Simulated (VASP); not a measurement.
Si: relaxation of the atoms with r2SCAN

Si:

```
Si
1.0
     0.01657    0.00109   -3.89572
    -0.03294   -6.64483    0.00188
    -6.62781   -0.03294    0.02869
Si
8
Direct
  0.50490 0.29912 0.31866
  0.00065 0.82750 0.82222
  0.99631 0.18336 0.15567
  0.47985 0.65494 0.67126
  0.99175 0.81386 0.19045
  0.52691 0.32805 0.67388
  0.00233 0.18546 0.83336
  0.49729 0.70772 0.33450
```

```yaml
Program: VASP 6.6.1
Task: relaxation of the atoms
Functional: r2SCAN
Potentials_or_basis: VASP PAW PBE potentials, release 64 (Si)
Cutoff: 520 eV
k_mesh: 8 × 4 × 4
Occupations: gaussian, width 0.05 eV
Spin: no spin polarisation
Dipole_correction: no
Further_INCAR_settings: ALGO = Normal; EDIFF = 1e-07; IBRION = 2; EDIFFG = -0.01; NSW = 100
```

- Energy gained by relaxing: 166.9 meV/atom
- Ionic steps: 27
- Pressure after relaxing: -1.0 GPa
- Largest force after relaxing: 0.008 eV/Å
- Band gap on the k mesh: 0.29 eV

Forces on the atoms (eV/Å):
```
Si   0.000 -0.002  0.000
Si   0.003 -0.001  0.002
Si  -0.007  0.002 -0.001
Si   0.000 -0.001  0.000
Si   0.002  0.002  0.000
Si   0.000  0.000  0.001
Si  -0.006 -0.002 -0.002
Si   0.007  0.002  0.001
```

Stress tensor (GPa, compression positive):
```
-0.09 -0.32  0.49
-0.32 -0.35  0.04
 0.49  0.04 -2.59
```

Step by step:
| step | energy change (eV) | largest force (eV/Å) | pressure (GPa) |
| --- | --- | --- | --- |
| 1 | 0.0000 | 3.6987 | 0.99 |
| 2 | -1.0735 | 1.6362 | -1.03 |
| 3 | -1.0936 | 1.4990 | -1.01 |
| 4 | -1.2939 | 0.5432 | -1.01 |
| 5 | -1.2941 | 0.5393 | -1.00 |
| 6 | -1.3254 | 0.1752 | -1.01 |
| 7 | -1.3255 | 0.1895 | -1.01 |
| 8 | -1.3290 | 0.0981 | -1.04 |
| 9 | -1.3292 | 0.0956 | -1.05 |
| 10 | -1.3311 | 0.0864 | -1.04 |
| 11 | -1.3319 | 0.0951 | -1.01 |
| 12 | -1.3332 | 0.0455 | -1.02 |
| 13 | -1.3333 | 0.0579 | -1.02 |
| 14 | -1.3338 | 0.0387 | -1.02 |
| 15 | -1.3339 | 0.0523 | -1.02 |
| 16 | -1.3344 | 0.0309 | -1.01 |
| 17 | -1.3344 | 0.0430 | -1.01 |
| 18 | -1.3347 | 0.0309 | -1.02 |
| 19 | -1.3347 | 0.0462 | -1.02 |
| 20 | -1.3349 | 0.0176 | -1.01 |
| 21 | -1.3349 | 0.0177 | -1.01 |
| 22 | -1.3350 | 0.0159 | -1.01 |
| 23 | -1.3350 | 0.0190 | -1.01 |
| 24 | -1.3350 | 0.0116 | -1.01 |
| 25 | -1.3351 | 0.0138 | -1.01 |
| 26 | -1.3351 | 0.0102 | -1.01 |
| 27 | -1.3351 | 0.0077 | -1.01 |

Final structure:
```
CELL_PARAMETERS angstrom
0.01657 0.00109 -3.89572
-0.03294 -6.64483 0.00188
-6.62781 -0.03294 0.02869
ATOMIC_POSITIONS crystal
Si 0.50038 0.32255 0.31825
Si 0.00082 0.81860 0.82236
Si 0.99916 0.18142 0.17757
Si 0.49959 0.67741 0.68178
Si 0.99967 0.82301 0.18133
Si 0.49926 0.31912 0.67730
Si 0.00033 0.17699 0.81862
Si 0.50078 0.68090 0.32278
```

Levels at points of the mesh, in eV from the valence-band top:
```
           k point  band 14  band 15  band 16  band 17  band 18  band 19
(0.00, 0.00, 0.00)    -0.45    -0.15     0.00     0.29     1.37     1.71
(0.50, 0.00, 0.00)    -2.86    -2.76    -2.76     1.07     1.07     4.02
(0.00, 0.50, 0.00)    -1.58    -1.25    -1.25     1.05     1.05     2.49
(0.50, 0.50, 0.00)    -2.64    -1.59    -1.58     0.91     0.92     2.58
(0.00, 0.00, 0.50)    -1.58    -1.26    -1.26     1.06     1.06     2.45
(0.50, 0.00, 0.50)    -2.59    -1.62    -1.53     0.88     1.00     2.54
(0.00, 0.50, 0.50)    -1.99    -1.95    -1.95     1.59     1.62     1.88
(0.50, 0.50, 0.50)    -2.25    -2.17    -2.17     0.43     0.43     1.53
```

Run time: 25 min on 4 MPI ranks on Intel(R) Xeon(R) 6975P-C (Granite Rapids) (shared host), peak memory 0.39 GiB a rank.

Caveat: the PAW data sets were made with another functional, which shifts forces and pressure a little. A k mesh can miss the band edges.
